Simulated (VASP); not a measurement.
# Sr (Im-3m) in VASP: notebook

Runs on Sr. Level: PBE. Tasks: single point.

Everything below comes from runs of VASP 6.6.1. Logs are shortened: lines on timing, memory, paths and dates and some standing lists are left out, and cuts for length are marked.

## 1. The cell of the first run

Symmetry: Im-3m, No. 229, cubic system. The conventional cell has a = 4.752 Å, b = 4.752 Å, c = 4.752 Å, α = 90.00°, β = 90.00°, γ = 90.00°. Within 5.4 Å of Sr (site symmetry m-3m) lie 14 Sr at 4.12 to 4.75 Å.

This isn't the form of Sr at room conditions, which is fcc.

## 2. Single point, PBE (53.65 Å³/atom)

INCAR reads:

```
SYSTEM = Sr
ALGO = Normal
EDIFF = 1E-6
ENCUT = 520
GGA = PE
ISIF = 2
ISMEAR = -1
LASPH = .True.
LCHARG = .False.
LREAL = .False.
LWAVE = .False.
NBANDS = 11
NELM = 60
PREC = Accurate
SIGMA = 0.05
```

KPOINTS reads:

```
k-points
0
Gamma
  12 12 12
  0 0 0
```

POSCAR reads:

```
Sr
1.0
   -2.3759174263      2.3759174263      2.3759174263
    2.3759174263     -2.3759174263      2.3759174263
    2.3759174263      2.3759174263     -2.3759174263
Sr
1
Direct
    0.0000000000      0.0000000000      0.0000000000
```

Potentials or basis: VASP PAW PBE potentials, release 64 (Sr_sv).

On the command line:

```
$ cat potpaw_PBE.64/Sr_sv/POTCAR > POTCAR
$ mpirun -np 1 vasp_std > vasp.out
```

OUTCAR:

```text
SYSTEM = Sr
   EDIFF = 1E-6
   ENCUT = 520
   GGA = PE
   ISIF = 2
   ISMEAR = -1
   LASPH = .True.
   LREAL = .False.
   NELM = 60
   PREC = Accurate

 ion  position               nearest neighbor table
   1  0.000  0.000  0.000-

  LATTYP: Found a body centered cubic cell.
 ALAT       =     4.7518348526

  Lattice vectors:

 A1 = (  -2.3759174263,   2.3759174263,   2.3759174263)
 A2 = (   2.3759174263,  -2.3759174263,   2.3759174263)
 A3 = (   2.3759174263,   2.3759174263,  -2.3759174263)

Analysis of symmetry for initial positions (statically):
=====================================================================
 Subroutine PRICEL returns:
 Original cell was already a primitive cell.

 Routine SETGRP: Setting up the symmetry group for a
 body centered cubic supercell.

 Subroutine GETGRP returns: Found 48 space group operations
 (whereof 48 operations were pure point group operations)
 out of a pool of 48 trial point group operations.

The static configuration has the point symmetry O_h .

Analysis of symmetry for dynamics (positions and initial velocities):
=====================================================================
 Subroutine PRICEL returns:
 Original cell was already a primitive cell.

 Routine SETGRP: Setting up the symmetry group for a
 body centered cubic supercell.

 Subroutine GETGRP returns: Found 48 space group operations
 (whereof 48 operations were pure point group operations)
 out of a pool of 48 trial point group operations.

The dynamic configuration has the point symmetry O_h .

 Subroutine INISYM returns: Found 48 space group operations
 (whereof 48 operations are pure point group operations),
 and found     1 'primitive' translations

----------------------------------------------------------------------------------------

                                     Primitive cell

  volume of cell :      53.6481

  direct lattice vectors                    reciprocal lattice vectors
    -2.375917426  2.375917426  2.375917426     0.000000000  0.210445024  0.210445024
     2.375917426 -2.375917426  2.375917426     0.210445024  0.000000000  0.210445024
     2.375917426  2.375917426 -2.375917426     0.210445024  0.210445024  0.000000000

  length of vectors
     4.115209697  4.115209697  4.115209697     0.297614207  0.297614207  0.297614207

  position of ions in fractional coordinates (direct lattice)
     0.000000000  0.000000000  0.000000000

  ion indices of the primitive-cell ions
   primitive index   ion index
                 1           1

----------------------------------------------------------------------------------------

 KPOINTS: k-points

Automatic generation of k-mesh.
 Grid dimensions read from file:
 generate k-points for:   12   12   12

 Generating k-lattice:

  Cartesian coordinates                     Fractional coordinates (reciprocal lattice)
     0.000000000  0.017537085  0.017537085     0.083333333  0.000000000  0.000000000
     0.017537085  0.000000000  0.017537085     0.000000000  0.083333333  0.000000000
     0.017537085  0.017537085  0.000000000     0.000000000  0.000000000  0.083333333

  Length of vectors
     0.024801184  0.024801184  0.024801184

  Shift w.r.t. Gamma in fractional coordinates (k-lattice)
     0.000000000  0.000000000  0.000000000

 Subroutine IBZKPT returns following result:
 ===========================================

 Found     72 irreducible k-points:

 Following reciprocal coordinates:
            Coordinates               Weight
  0.000000  0.000000  0.000000      1.000000
  0.083333  0.000000  0.000000     12.000000
  0.166667  0.000000  0.000000     12.000000
  0.250000  0.000000  0.000000     12.000000
  0.333333  0.000000  0.000000     12.000000
  0.416667  0.000000  0.000000     12.000000
[... 16 lines left out ...]
  0.333333  0.083333  0.083333     24.000000
  0.416667  0.083333  0.083333     12.000000
 [... further k-points ...]
   k-points           NKPTS =     72   k-points in BZ     NKDIM =     72   number of bands    NBANDS=     11
   number of dos      NEDOS =    301   number of ions     NIONS =      1
   total plane-waves  NPLWV =  32768
   dimension x,y,z NGX =    32 NGY =   32 NGZ =   32
   dimension x,y,z NGXF=    64 NGYF=   64 NGZF=   64
   ions per type =               1
   NGX,Y,Z   is equivalent  to a cutoff of  12.93, 12.93, 12.93 a.u.
   NGXF,Y,Z  is equivalent  to a cutoff of  25.85, 25.85, 25.85 a.u.
 SYSTEM =  Sr
   PREC   = accura    normal or accurate (medium, high low for compatibility)
   ISTART =      0    job   : 0-new  1-cont  2-samecut
   ICHARG =      2    charge: 1-file 2-atom 10-const
   ISPIN  =      1    spin polarized calculation?
   LNONCOLLINEAR =      F non collinear calculations
   LSORBIT =      F    spin-orbit coupling
   LASPH  =      T    aspherical Exc in radial PAW
   ENCUT  =  520.0 eV  38.22 Ry    6.18 a.u.   7.65  7.65  7.65*2*pi/ulx,y,z
   NELM   =     60;   NELMIN=  2; NELMDL= -5     # of ELM steps
   EDIFF  = 0.1E-05   stopping-criterion for ELM
   LREAL  =      F    real-space projection
   EDIFFG = 0.1E-04   stopping-criterion for IOM
   NSW    =      0    number of steps for IOM
   IBRION =     -1    ionic relax: 0-MD 1-quasi-New 2-CG
   NFREE  =      0    steps in history (QN), initial steepest desc. (CG)
   ISIF   =      2    stress and relaxation
   ISYM   =      2    0-nonsym 1-usesym 2-fastsym
   POTIM  = 0.5000    time-step for ionic-motion
   TEBEG  =    0.0;   TEEND  =   0.0 temperature during run
   PSTRESS=    0.0 pullay stress
   NELECT =      10.0000    total number of electrons
   NUPDOWN=      -1.0000    fix difference up-down
   EMIN   =  10.00;   EMAX   =-10.00  energy-range for DOS
   EFERMI =   0.00;   METHOD = LEGACY
   ISMEAR =    -1;   SIGMA  =   0.05  broadening in eV -4-tet -1-fermi 0-gaus
   EFERMI_NEDOS =   21; number of points for ismear=-14 and -15
   IALGO  =     38    algorithm
   IMIX   =      4    mixing-type and parameters
     AMIX     =   0.40;   BMIX     =  1.00
     AMIX_MAG =   1.60;   BMIX_MAG =  1.00
  volume/ion in A,a.u.               =      53.65       362.03
  Fermi-wavevector in a.u.,A,eV,Ry     =   0.935169  1.767213 11.898857  0.874541
  Thomas-Fermi vector in A             =   2.062049
   LORBIT       =      0    0 simple, 1 ext, 2 COOP (PROOUT), +10 PAW based schemes
   GGA     = PE    functional components
   LHFCALC =     F    Hartree Fock is set to
   AEXX    =    0.0000 exact exchange contribution
   IVDW    =     0    specifies the selected vdW correction
   LEPSILON=     F    determine dielectric tensor
   LRPA    =     F    only Hartree local field effects (RPA)
 non-spin polarized calculation
  energy-cutoff  :      520.00
  volume of cell :       53.65
 maximum number of plane-waves:      1481
   NGX = 15   NGY = 15   NGZ = 15

 number of electron      10.0000000 magnetization

 Free energy of the ion-electron system (eV)
  ---------------------------------------------------
  ext. energy  EPLUGINS =         0.00000000
  ---------------------------------------------------
  free energy    TOTEN  =        -1.63592920 eV

  energy without entropy =       -1.62559867  energy(sigma->0) =       -1.63076393

 E-fermi :   1.6774     XC(G=0):  -7.4230

 val. band max:        1.6700433450   @ k =  -0.4167   0.5000   0.3333
 cond. band min:       1.6882165086   @ k =   0.5000   0.5000   0.2500
 fundamental gap:      0.0181731636
 Fermi energy:         1.6773654543

 k-point     1 :       0.0000    0.0000    0.0000
  band No.  band energies     occupation
      1     -34.8944      2.00000
      2     -16.7759      2.00000
      3     -16.7759      2.00000
      4     -16.7759      2.00000
      5      -2.0070      2.00000
      6       4.0774      0.00000
      7       4.0774      0.00000
      8       4.0774      0.00000
      9       5.4261      0.00000
     10       5.4261      0.00000
     11       9.8381      0.00000

 k-point     2 :       0.0833    0.0000    0.0000
  band No.  band energies     occupation
      1     -34.8933      2.00000
      2     -16.7909      2.00000
      3     -16.7808      2.00000
      4     -16.7760      2.00000
      5      -1.8858      2.00000
      6       3.9685      0.00000
      7       4.0005      0.00000
      8       4.1951      0.00000
      9       5.2658      0.00000
     10       5.4193      0.00000
     11       9.9653      0.00000

 k-point     3 :       0.1667    0.0000    0.0000
  band No.  band energies     occupation
      1     -34.8901      2.00000
      2     -16.8314      2.00000
      3     -16.7940      2.00000
      4     -16.7760      2.00000
      5      -1.5343      2.00000
      6       3.6706      0.00000
      7       3.7024      0.00000
      8       4.5435      0.00000
      9       5.1109      0.00000
     10       5.4232      0.00000
     11      10.1101      0.00000

 k-point     4 :       0.2500    0.0000    0.0000
  band No.  band energies     occupation
      1     -34.8858      2.00000
      2     -16.8859      2.00000
      3     -16.8120      2.00000
      4     -16.7760      2.00000
      5      -0.9902      2.00000
      6       3.1312      0.00000
      7       3.3929      0.00000
      8       5.1065      0.00000
      9       5.1791      0.00000
     10       5.4843      0.00000
     11       9.6373      0.00000
[... 239 lines left out ...]
 k-point    22 :       0.2500    0.0833    0.0833
  band No.  band energies     occupation
      1     -34.8808      2.00000
      2     -16.9412      2.00000
      3     -16.8301      2.00000
      4     -16.7890      2.00000
      5      -0.1140      2.00000
      6       2.5355      0.00000
      7       2.8913      0.00000
      8       5.4277      0.00000
      9       5.7157      0.00000
     10       6.0811      0.00000
     11       8.3054      0.00000

 k-point    23 :       0.3333    0.0833    0.0833
  band No.  band energies     occupation
      1     -34.8780      2.00000
      2     -16.9676      2.00000
      3     -16.8491      2.00000
      4     -16.7898      2.00000
      5       0.5511      2.00000
      6       2.1323      0.00022
      7       2.7408      0.00000
      8       5.4262      0.00000
      9       5.8798      0.00000
     10       6.7070      0.00000
     11       7.5526      0.00000

 k-point    24 :       0.4167    0.0833    0.0833
  band No.  band energies     occupation
      1     -34.8770      2.00000
      2     -16.9769      2.00000
      3     -16.8563      2.00000
      4     -16.7901      2.00000
      5       0.9055      2.00000
      6       1.9102      0.01883
      7       2.6900      0.00000
      8       5.3583      0.00000
      9       5.9565      0.00000
     10       6.9901      0.00000
     11       7.3751      0.00000

 [... further k-points ...]
[... 5 lines left out ...]
  --------------------------------------------------------------------------------------
  -------------------------------------------------------------------------------------
  Total        0.0201372      0.0201372      0.0201372      0.0000000      0.0000000      0.0000000
  in kB        0.6013882      0.6013882      0.6013882      0.0000000      0.0000000      0.0000000
  external PRESSURE =       0.6013882 kB  Pullay stress =       0.0000000 kB

 VOLUME and BASIS-vectors are now :
 -----------------------------------------------------------------------------
  energy-cutoff  :      520.00
  volume of cell :       53.65
      direct lattice vectors                 reciprocal lattice vectors
    -2.375917426  2.375917426  2.375917426     0.000000000  0.210445024  0.210445024
     2.375917426 -2.375917426  2.375917426     0.210445024  0.000000000  0.210445024
     2.375917426  2.375917426 -2.375917426     0.210445024  0.210445024  0.000000000

 POSITION                                       TOTAL-FORCE (eV/Angst)
 -----------------------------------------------------------------------------------
      0.00000      0.00000      0.00000        -0.000000      0.000000      0.000000
 -----------------------------------------------------------------------------------
    total drift:                                0.000000      0.000000     -0.000000

  FREE ENERGIE OF THE ION-ELECTRON SYSTEM (eV)
  ---------------------------------------------------
  free  energy   TOTEN  =        -1.6359291991 eV

  energy  without entropy=       -1.6255986703  energy(sigma->0) =       -1.63076393
```

Run time: 14 s. Hardware: 1 thread of Intel Xeon Platinum 8488C (Sapphire Rapids), shared host; peak memory 0.19 GiB.

What came out:

```yaml
Free_energy: -1.6359 eV
Pressure: 0.1 GPa
Band_gap_on_the_k_mesh: zero (bands 5 and 6 overlap by 0.52 eV)
```

## 3. Single point, PBE (55.33 Å³/atom)

This run uses another cell than the first one, of 55.33 Å³/atom.

INCAR reads:

```
PREC = Accurate
ENCUT = 520
EDIFF = 1E-7
ISMEAR = -1
SIGMA = 0.05
LREAL = False
LASPH = True
NELM = 100
ALGO = Normal
ISIF = 2
LWAVE = False
LCHARG = False
GGA = PE
NBANDS = 11
```

KPOINTS reads:

```
Automatic mesh
0
Gamma
  12 12 12
```

POSCAR reads:

```
Sr
1.0
   -2.4005033757      2.4005033757      2.4005033757
    2.4005033757     -2.4005033757      2.4005033757
    2.4005033757      2.4005033757     -2.4005033757
Sr
1
Direct
    0.0000000000      0.0000000000      0.0000000000
```

Potentials or basis: VASP PAW PBE potentials, release 64 (Sr_sv).

On the command line:

```
$ cat potpaw_PBE.64/Sr_sv/POTCAR > POTCAR
$ mpirun -np 1 vasp_std > vasp.out
```

Wall time 15 s (1 thread of Intel Xeon Platinum 8488C (Sapphire Rapids), shared host); peak memory 0.2 GiB.

Results (log left out):

```yaml
Free_energy: -1.6347 eV
Pressure: -0.3 GPa
Band_gap_on_the_k_mesh: zero (bands 5 and 6 overlap by 0.47 eV)
```

Levels at points of the mesh, in eV from the Fermi level:
| k point | band 3 | band 4 | band 5 | band 6 | band 7 | band 8 |
| --- | --- | --- | --- | --- | --- | --- |
| (0.00, 0.00, 0.00) | -18.53 | -18.53 | -3.65 | 2.35 | 2.35 | 2.35 |
| (0.50, 0.00, 0.00) | -18.59 | -18.53 | -1.01 | 0.20 | 1.20 | 3.48 |
| (0.50, 0.50, 0.50) | -18.67 | -18.67 | -0.14 | -0.14 | 3.58 | 3.58 |

The gap in the log of VASP goes by the Fermi energy; the results here count the filled bands.